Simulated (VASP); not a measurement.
A run of VASP 6.6.1 is set up as follows.

File INCAR:

```
  PREC = Accurate
  ENCUT = 520
  EDIFF = 1E-6
  ISMEAR = -1
  SIGMA = 0.05
  LREAL = F
  LASPH = T
  NELM = 150
  ALGO = Fast
  ISIF = 2
  LWAVE = F
  LCHARG = T
  ISPIN = 2
  MAGMOM = 1
  LORBIT = 11
  LMAXMIX = 4
  GGA = CA
  LELF = T
  LVHAR = T
  NBANDS = 15
```

KPOINTS

```
regular mesh
0
Gamma
  13 13 13
```

Contents of POSCAR:

```
Ni
1.0
    0.0000000000      1.7259110183      1.7259110183
    1.7259110183      0.0000000000      1.7259110183
    1.7259110183      1.7259110183      0.0000000000
Ni
1
Direct
    0.0000000000      0.0000000000      0.0000000000
```

Potentials or basis: VASP PAW LDA potentials, release 64 (Ni).

The run is started by

```bash
$ cat potpaw_LDA.64/Ni/POTCAR > POTCAR
$ mpirun -np 1 vasp_std > vasp.out
```

Problem. Predict the pressure.

Solution. -5.9 GPa.

Problem. What does it give for the site moments?

Solution. Ni +0.61 μB.

Problem. What does it give for the net moment?

Solution. 0.61 μB per cell.
